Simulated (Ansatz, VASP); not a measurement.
AlN in VASP and in Ansatz

```
CELL_PARAMETERS angstrom
0.00000 2.20159 2.20159
2.20159 0.00000 2.20159
2.20159 2.20159 0.00000
ATOMIC_POSITIONS crystal
Al 0.00000 0.00000 0.00000
N 0.75000 0.75000 0.75000
```

Alike in both runs: functional PBE; k mesh 10 × 10 × 10; occupations gaussian, width 0.02 eV; no spin polarisation.

Ansatz relaxed the structure, and its values are those at the end. VASP's run is a single point on that final structure, the one shown.

|  | VASP | Ansatz |
| --- | --- | --- |
| version | VASP 6.6.1 | Ansatz 0.2.0 |
| potentials or method | VASP PAW PBE potentials, release 64 (Al, N), cutoff 600 eV | scalar-relativistic, plane waves, PAW |
| valence electrons in the cell | 8 | 8 |

|  | VASP | Ansatz | Ansatz less VASP |
| --- | --- | --- | --- |
| gap on the k mesh at the Fermi level (eV) | 3.31 | 3.31 | +0.007 |
| least direct gap on the mesh (eV) | 3.98 | 3.98 | -0.009 |
| pressure (GPa) | -0.4 | 0.0 | +0.41 |
